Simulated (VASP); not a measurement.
# Na (I4_1/amd) in VASP: a series of runs

Runs on Na. Level: PBE. Tasks: single point.

All numbers are computed with VASP 6.6.1; they aren't measurements. Logs are shortened: lines on timing, memory, paths and dates and some standing lists are left out, and cuts for length are marked.

## (1) The cell of the first run

Symmetry: I4_1/amd, No. 141, tetragonal system. The conventional cell has a = 6.208 Å, b = 6.208 Å, c = 3.356 Å, α = 90.00°, β = 90.00°, γ = 90.00°. Within 4.2 Å of Na (site symmetry -4m2) lie 10 Na at 3.22 to 4.00 Å.

## (2) Single point, PBE (32.33 Å³/atom)

The input, INCAR:

```
PREC = Accurate ; ENCUT = 520
EDIFF = 1E-7 ; ISMEAR = -1
SIGMA = 0.08 ; LREAL = F
LASPH = T ; NELM = 100
ALGO = Normal ; ISIF = 2
LWAVE = F ; LCHARG = F
GGA = PE ; NBANDS = 14
```

The input, KPOINTS:

```
Automatic mesh
0
Gamma
  12 12 12
```

The input, POSCAR:

```
Na
1.0
   -3.1037835967      3.1037835967      1.6779940702
    3.1037835967     -3.1037835967      1.6779940702
    3.1037835967      3.1037835967     -1.6779940702
Na
2
Direct
   -0.3750000000     -0.1250000000     -0.2500000000
    0.3750000000      0.1250000000      0.2500000000
```

Potentials or basis: VASP PAW PBE potentials, release 64 (Na_pv).

Run with:

```sh
$ cat potpaw_PBE.64/Na_pv/POTCAR > POTCAR
$ mpirun -np 1 vasp_std > vasp.out
```

OUTCAR:

```text
PREC = Accurate
   ENCUT = 520
   EDIFF = 1E-7
   ISMEAR = -1
   LREAL = F
   LASPH = T
   NELM = 100
   ISIF = 2
   GGA = PE

 ion  position               nearest neighbor table
   1  0.625  0.875  0.750-
   2  0.375  0.125  0.250-

  LATTYP: Found a body centered tetragonal cell.
 ALAT       =     6.2075671934
 C/A-ratio  =     0.5406285644

  Lattice vectors:

 A1 = (  -3.1037835967,   3.1037835967,   1.6779940702)
 A2 = (   3.1037835967,  -3.1037835967,   1.6779940702)
 A3 = (   3.1037835967,   3.1037835967,  -1.6779940702)

Analysis of symmetry for initial positions (statically):
=====================================================================
 Subroutine PRICEL returns:
 Original cell was already a primitive cell.

 Routine SETGRP: Setting up the symmetry group for a
 body centered tetragonal supercell.

 Subroutine GETGRP returns: Found 16 space group operations
 (whereof  4 operations were pure point group operations)
 out of a pool of 16 trial point group operations.

The static configuration has the point symmetry C_2h.
 The point group associated with its full space group is D_4h.

Analysis of symmetry for dynamics (positions and initial velocities):
=====================================================================
 Subroutine PRICEL returns:
 Original cell was already a primitive cell.

 Routine SETGRP: Setting up the symmetry group for a
 body centered tetragonal supercell.

 Subroutine GETGRP returns: Found 16 space group operations
 (whereof  4 operations were pure point group operations)
 out of a pool of 16 trial point group operations.

The dynamic configuration has the point symmetry C_2h.
 The point group associated with its full space group is D_4h.

 Subroutine INISYM returns: Found 16 space group operations
 (whereof  4 operations are pure point group operations),
 and found     1 'primitive' translations

----------------------------------------------------------------------------------------

                                     Primitive cell

  volume of cell :      64.6596

  direct lattice vectors                    reciprocal lattice vectors
    -3.103783597  3.103783597  1.677994070     0.000000000  0.161093705  0.297974831
     3.103783597 -3.103783597  1.677994070     0.161093705  0.000000000  0.297974831
     3.103783597  3.103783597 -1.677994070     0.161093705  0.161093705  0.000000000

  length of vectors
     4.699213693  4.699213693  4.699213693     0.338733202  0.338733202  0.227820903

  position of ions in fractional coordinates (direct lattice)
     0.625000000  0.875000000  0.750000000
     0.375000000  0.125000000  0.250000000

  ion indices of the primitive-cell ions
   primitive index   ion index
                 1           1
                 2           2

----------------------------------------------------------------------------------------

 KPOINTS: Automatic mesh

Automatic generation of k-mesh.
 Grid dimensions read from file:
 generate k-points for:   12   12   12

 Generating k-lattice:

  Cartesian coordinates                     Fractional coordinates (reciprocal lattice)
     0.000000000  0.013424475  0.024831236     0.083333333  0.000000000  0.000000000
     0.013424475  0.000000000  0.024831236     0.000000000  0.083333333  0.000000000
     0.013424475  0.013424475  0.000000000     0.000000000  0.000000000  0.083333333

  Length of vectors
     0.028227767  0.028227767  0.018985075

  Shift w.r.t. Gamma in fractional coordinates (k-lattice)
     0.000000000  0.000000000  0.000000000

 Subroutine IBZKPT returns following result:
 ===========================================

 Found    163 irreducible k-points:

 Following reciprocal coordinates:
            Coordinates               Weight
  0.000000  0.000000  0.000000      1.000000
  0.083333  0.000000  0.000000      8.000000
  0.166667  0.000000  0.000000      8.000000
  0.250000  0.000000  0.000000      8.000000
  0.333333  0.000000  0.000000      8.000000
  0.416667 -0.000000  0.000000      8.000000
[... 16 lines left out ...]
  0.500000  0.166667 -0.000000     16.000000
 -0.416667  0.166667 -0.000000     16.000000
 [... further k-points ...]
   k-points           NKPTS =    163   k-points in BZ     NKDIM =    163   number of bands    NBANDS=     14
   number of dos      NEDOS =    301   number of ions     NIONS =      2
   total plane-waves  NPLWV =  46656
   dimension x,y,z NGX =    36 NGY =   36 NGZ =   36
   dimension x,y,z NGXF=    72 NGYF=   72 NGZF=   72
   ions per type =               2
   NGX,Y,Z   is equivalent  to a cutoff of  12.74, 12.74, 12.74 a.u.
   NGXF,Y,Z  is equivalent  to a cutoff of  25.47, 25.47, 25.47 a.u.
 SYSTEM =  unknown system
   PREC   = accura    normal or accurate (medium, high low for compatibility)
   ISTART =      0    job   : 0-new  1-cont  2-samecut
   ICHARG =      2    charge: 1-file 2-atom 10-const
   ISPIN  =      1    spin polarized calculation?
   LNONCOLLINEAR =      F non collinear calculations
   LSORBIT =      F    spin-orbit coupling
   LASPH  =      T    aspherical Exc in radial PAW
   ENCUT  =  520.0 eV  38.22 Ry    6.18 a.u.   8.74  8.74  8.74*2*pi/ulx,y,z
   NELM   =    100;   NELMIN=  2; NELMDL= -5     # of ELM steps
   EDIFF  = 0.1E-06   stopping-criterion for ELM
   LREAL  =      F    real-space projection
   EDIFFG = 0.1E-05   stopping-criterion for IOM
   NSW    =      0    number of steps for IOM
   IBRION =     -1    ionic relax: 0-MD 1-quasi-New 2-CG
   NFREE  =      0    steps in history (QN), initial steepest desc. (CG)
   ISIF   =      2    stress and relaxation
   ISYM   =      2    0-nonsym 1-usesym 2-fastsym
   POTIM  = 0.5000    time-step for ionic-motion
   TEBEG  =    0.0;   TEEND  =   0.0 temperature during run
   PSTRESS=    0.0 pullay stress
   NELECT =      14.0000    total number of electrons
   NUPDOWN=      -1.0000    fix difference up-down
   EMIN   =  10.00;   EMAX   =-10.00  energy-range for DOS
   EFERMI =   0.00;   METHOD = LEGACY
   ISMEAR =    -1;   SIGMA  =   0.08  broadening in eV -4-tet -1-fermi 0-gaus
   EFERMI_NEDOS =   21; number of points for ismear=-14 and -15
   IALGO  =     38    algorithm
   IMIX   =      4    mixing-type and parameters
     AMIX     =   0.40;   BMIX     =  1.00
     AMIX_MAG =   1.60;   BMIX_MAG =  1.00
  volume/ion in A,a.u.               =      32.33       218.17
  Fermi-wavevector in a.u.,A,eV,Ry     =   0.983044  1.857684 13.148345  0.966376
  Thomas-Fermi vector in A             =   2.114173
   LORBIT       =      0    0 simple, 1 ext, 2 COOP (PROOUT), +10 PAW based schemes
   GGA     = PE    functional components
   LHFCALC =     F    Hartree Fock is set to
   AEXX    =    0.0000 exact exchange contribution
   IVDW    =     0    specifies the selected vdW correction
   LEPSILON=     F    determine dielectric tensor
   LRPA    =     F    only Hartree local field effects (RPA)
 non-spin polarized calculation
  energy-cutoff  :      520.00
  volume of cell :       64.66
 maximum number of plane-waves:      1763
   NGX = 17   NGY = 17   NGZ = 17

 number of electron      14.0000017 magnetization

 Free energy of the ion-electron system (eV)
  ---------------------------------------------------
  ext. energy  EPLUGINS =         0.00000000
  ---------------------------------------------------
  free energy    TOTEN  =        -2.43202921 eV

  energy without entropy =       -2.41326370  energy(sigma->0) =       -2.42264646

 E-fermi :   0.7716     XC(G=0):  -6.8669

 val. band max:        0.7627932899   @ k =  -0.3333  -0.4167   0.2500
 cond. band min:       0.7900462408   @ k =  -0.1667  -0.3333   0.0833
 fundamental gap:      0.0272529508
 Fermi energy:         0.7715718907

 k-point     1 :       0.0000    0.0000    0.0000
  band No.  band energies     occupation
      1     -24.2424      2.00000
      2     -24.2424      2.00000
      3     -24.1764      2.00000
      4     -24.1754      2.00000
      5     -24.1732      2.00000
      6     -24.1731      2.00000
      7      -2.8100      2.00000
      8       4.3739      0.00000
      9       4.5946      0.00000
     10       4.5946      0.00000
     11       5.9349      0.00000
     12      10.5691      0.00000
     13      11.5234      0.00000
     14      12.4796      0.00000

 k-point     2 :       0.0833    0.0000    0.0000
  band No.  band energies     occupation
      1     -24.2421      2.00000
      2     -24.2407      2.00000
      3     -24.1806      2.00000
      4     -24.1793      2.00000
      5     -24.1735      2.00000
      6     -24.1729      2.00000
      7      -2.6852      2.00000
      8       3.9831      0.00000
      9       4.4595      0.00000
     10       5.2086      0.00000
     11       6.2513      0.00000
     12      10.2904      0.00000
     13      10.7503      0.00000
     14      11.3584      0.00000

 k-point     3 :       0.1667    0.0000    0.0000
  band No.  band energies     occupation
      1     -24.2411      2.00000
      2     -24.2360      2.00000
      3     -24.1914      2.00000
      4     -24.1892      2.00000
      5     -24.1758      2.00000
      6     -24.1721      2.00000
      7      -2.3131      2.00000
      8       3.7186      0.00000
      9       4.2830      0.00000
     10       6.1431      0.00000
     11       6.8916      0.00000
     12       8.7784      0.00000
     13       9.6033      0.00000
     14       9.7630      0.00000
[... 324 lines left out ...]
 k-point    23 :       0.5000    0.1667   -0.0000
  band No.  band energies     occupation
      1     -24.2383      2.00000
      2     -24.2253      2.00000
      3     -24.2221      2.00000
      4     -24.1992      2.00000
      5     -24.1942      2.00000
      6     -24.1726      2.00000
      7      -0.2105      1.99999
      8       2.2693      0.00000
      9       4.0014      0.00000
     10       4.9643      0.00000
     11       6.4697      0.00000
     12       7.2852      0.00000
     13       8.9047      0.00000
     14       9.9636      0.00000

 k-point    24 :      -0.4167    0.1667   -0.0000
  band No.  band energies     occupation
      1     -24.2380      2.00000
      2     -24.2200      2.00000
      3     -24.2122      2.00000
      4     -24.1960      2.00000
      5     -24.1903      2.00000
      6     -24.1733      2.00000
      7      -1.1519      2.00000
      8       2.0036      0.00000
      9       4.4743      0.00000
     10       5.9321      0.00000
     11       7.3025      0.00000
     12       7.8233      0.00000
     13       8.3527      0.00000
     14      10.0443      0.00000

 [... further k-points ...]

------------------------ aborting loop because EDIFF is reached ----------------------------------------

  FORCE on cell =-STRESS in cart. coord.  units (eV):
  Direction    XX          YY          ZZ          XY          YZ          ZX
  --------------------------------------------------------------------------------------
  -------------------------------------------------------------------------------------
  Total        0.6514443      0.6514443      0.6819331      0.0000000      0.0000000     -0.0000000
  in kB       16.1418974     16.1418974     16.8973682      0.0000000      0.0000000     -0.0000000
  external PRESSURE =      16.3937210 kB  Pullay stress =       0.0000000 kB

 VOLUME and BASIS-vectors are now :
 -----------------------------------------------------------------------------
  energy-cutoff  :      520.00
  volume of cell :       64.66
      direct lattice vectors                 reciprocal lattice vectors
    -3.103783597  3.103783597  1.677994070     0.000000000  0.161093705  0.297974831
     3.103783597 -3.103783597  1.677994070     0.161093705  0.000000000  0.297974831
     3.103783597  3.103783597 -1.677994070     0.161093705  0.161093705  0.000000000

 POSITION                                       TOTAL-FORCE (eV/Angst)
 -----------------------------------------------------------------------------------
      3.10378      1.55189      1.25850        -0.000000      0.000000     -0.000000
     -0.00000      1.55189      0.41950         0.000000     -0.000000      0.000000
 -----------------------------------------------------------------------------------
    total drift:                               -0.000000     -0.000000      0.000000

  FREE ENERGIE OF THE ION-ELECTRON SYSTEM (eV)
  ---------------------------------------------------
  free  energy   TOTEN  =        -2.4320292084 eV

  energy  without entropy=       -2.4132637033  energy(sigma->0) =       -2.42264646
```

Wall time 2.3 min (1 thread of AMD EPYC 9755, shared host); peak memory 0.22 GiB.

Results:

```
Free energy            : -2.4320 eV
Pressure               : 1.6 GPa
Band gap on the k mesh : zero (bands 7 and 8 overlap by 3.07 eV)
```

Levels at points of the mesh, in eV from the Fermi level:
```csv
k point,band 5,band 6,band 7,band 8,band 9,band 10
"(0.00, 0.00, 0.00)",-24.94,-24.94,-3.58,3.60,3.82,3.82
"(0.50, 0.00, 0.00)",-24.97,-24.94,0.53,0.92,3.95,4.23
"(0.50, 0.50, 0.00)",-24.94,-24.94,-1.59,-1.59,5.49,5.49
"(0.50, 0.50, 0.50)",-24.94,-24.94,0.13,0.13,0.57,0.57
```

(Continued in part 2 of 2.)

The gap in the log of VASP goes by the Fermi energy; the results here count the filled bands.